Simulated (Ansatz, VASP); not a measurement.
**Re: VASP beside Ansatz**

File INCAR:

```
PREC = Accurate ; ENCUT = 520
EDIFF = 1E-6 ; ISMEAR = 0
SIGMA = 0.1 ; LREAL = F
LASPH = T ; NELM = 100
ALGO = Normal ; ISIF = 2
LWAVE = F ; LCHARG = T
GGA = PE ; LELF = T
LVHAR = T ; NBANDS = 10
```

Contents of KPOINTS:

```
regular mesh
0
Gamma
  24 24 24
```

File POSCAR:

```
Re
1.0
    0.0000000000      1.9176666149      1.9176666149
    1.9176666149      0.0000000000      1.9176666149
    1.9176666149      1.9176666149      0.0000000000
Re
1
Direct
    0.5000000000      0.5000000000      0.5000000000
```

Input for Ansatz:

```yaml
crystal:
  lattice:
    - [0.0, 1.9176666149, 1.9176666149]
    - [1.9176666149, 0.0, 1.9176666149]
    - [1.9176666149, 1.9176666149, 0.0]
  atoms:
    - { symbol: Re, position: [0.5, 0.5, 0.5] }
basis:
  ecutwfc: 420
kpoints:
  mp_grid: { grid: [24, 24, 24] }
hamiltonian:
  xc: pbe
scf:
  occupations: { method: gaussian, width: 0.1 }
output:
  forces: true
  stress: true
  eigenvalues: true
```

Alike in both runs: task single point; functional PBE; k mesh 24 × 24 × 24; occupations gaussian, width 0.1 eV; no spin polarisation.

|  | VASP | Ansatz |
| --- | --- | --- |
| version | VASP 6.6.1 | Ansatz 0.2.0 |
| potentials or method | VASP PAW PBE potentials, release 64 (Re), cutoff 520 eV | scalar-relativistic, plane waves, PAW |
| valence electrons in the cell | 7 | 15 |

Ansatz gave:

* gap on the k mesh at the Fermi level (eV): none
* pressure (GPa): 25.6

Q: What did VASP give for the same quantities?

A: gap on the k mesh at the Fermi level (eV): none; pressure (GPa): 25.5.

A gap of «none» marks a metal or a gap that the smearing closes. With one functional, cell and mesh, what is left measures potentials, basis and numerics. VASP's potentials hold 7 valence electrons a cell and Ansatz's 15, so a difference there can come from the potentials and not from the codes.

Spin-orbit coupling is off throughout.
